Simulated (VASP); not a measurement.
Here is a VASP 6.6.1 calculation.

Contents of INCAR:

```
PREC = Accurate
ENCUT = 520
EDIFF = 1E-7
ISMEAR = 0
SIGMA = 0.1
LREAL = F
LASPH = T
NELM = 150
ALGO = Normal
ISIF = 2
LWAVE = F
LCHARG = F
ISPIN = 2
MAGMOM = 3.13 0.75 0.75 0.75
LORBIT = 11
LMAXMIX = 4
GGA = PS
NBANDS = 31
```

Contents of KPOINTS:

```
regular mesh
0
Gamma
  12 12 12
```

The input POSCAR:

```
FeNi3
1.0
    3.4888236474      0.0000000000      0.0000000000
    0.0000000000      3.4888236474      0.0000000000
    0.0000000000      0.0000000000      3.4888236474
Fe Ni
1 3
Direct
    0.0000000000      0.0000000000      0.0000000000
    0.0000000000      0.5000000000      0.5000000000
    0.5000000000      0.0000000000      0.5000000000
    0.5000000000      0.5000000000      0.0000000000
```

Potentials or basis: VASP PAW PBE potentials, release 64 (Fe, Ni).

Launch:

```sh
$ cat potpaw_PBE.64/Fe/POTCAR potpaw_PBE.64/Ni/POTCAR > POTCAR
$ mpirun -np 1 vasp_std > vasp.out
```

Question: Estimate the net moment.

Answer: 4.74 μB per cell.

Question: What does it give for the pressure?

Answer: -0.1 GPa.

Question: Estimate the site moments.

Answer: Fe +2.85; Ni +0.63 μB.

Caveat: the PAW data sets were made with another functional, which shifts forces and pressure a little.
